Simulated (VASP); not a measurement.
Hg: single point with LDA

Crystal: Hg.

```
Hg
1.0
     2.99171    0.00000    0.00000
    -1.49585    2.59089    0.00000
     0.00000    0.00000   10.07016
Hg
4
Direct
  0.00000 0.00000 0.00000
  0.00000 0.00000 0.50000
  0.33333 0.66667 0.25000
  0.66667 0.33333 0.75000
```

This cell differs from its parent crystal: volume scaled by 0.88.

```yaml
Program: VASP 6.6.1
Task: single point
Functional: LDA
Potentials_or_basis: VASP PAW LDA potentials, release 64 (Hg)
Cutoff: 520 eV
k_mesh: 13 × 13 × 4
Occupations: fermi-dirac, width 0.1 eV
Spin: no spin polarisation
```

```yaml
Pressure: 11.0 GPa
Band_gap_on_the_k_mesh: zero (band 24 reaches 4.86 eV, above the bottom of band 25 at 2.78 eV)
```

Stress tensor (GPa, compression positive):
```
11.22  0.00  0.00
 0.00 11.22  0.00
 0.00  0.00 10.68
```

Levels at points of the mesh, in eV from the Fermi level:
| k point | band 20 | band 21 | band 22 | band 23 | band 24 | band 25 | band 26 | band 27 | band 28 | band 29 |
| --- | --- | --- | --- | --- | --- | --- | --- | --- | --- | --- |
| (0.00, 0.00, 0.00) | -6.62 | -6.62 | -6.25 | -6.25 | -2.91 | -1.67 | 6.74 | 6.75 | 13.33 | 13.47 |
| (0.00, 0.00, 0.50) | -6.39 | -6.39 | -6.39 | -5.68 | -5.68 | 1.97 | 1.97 | 11.56 | 11.56 | 13.56 |

It took 82 s on 1 thread of Intel Xeon 6975P-C, on a shared host, peak memory 0.24 GiB.

Caveat: spin-orbit coupling is left out, which moves the levels of the heavy elements.
